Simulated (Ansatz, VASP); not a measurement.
GaP: VASP beside Ansatz

```
Ga P
1.0
     0.00000    2.72540    2.72540
     2.72540    0.00000    2.72540
     2.72540    2.72540    0.00000
Ga P
1 1
Direct
  0.00000 0.00000 0.00000
  0.25000 0.25000 0.25000
```

Alike in both runs: task single point; functional r2SCAN; k mesh 8 × 8 × 8; no spin polarisation.

|  | VASP | Ansatz |
| --- | --- | --- |
| version | VASP 6.6.1 | Ansatz 0.2.0 |
| potentials or method | VASP PAW PBE potentials, release 64 (Ga_d, P) | plane waves, PAW |
| plane-wave cutoff (eV) | 520 | 500 |
| occupations | gaussian, width 0.01 eV | fixed |
| valence electrons in the cell | 18 | 18 |

VASP gave:

* gap on the k mesh at the Fermi level (eV): 1.90
* pressure (GPa): 0.0

Question: Estimate Ansatz's values.

Answer: gap on the k mesh at the Fermi level (eV): 1.89; pressure (GPa): 0.0.

VASP's potentials were made for PBE, not for r2SCAN.
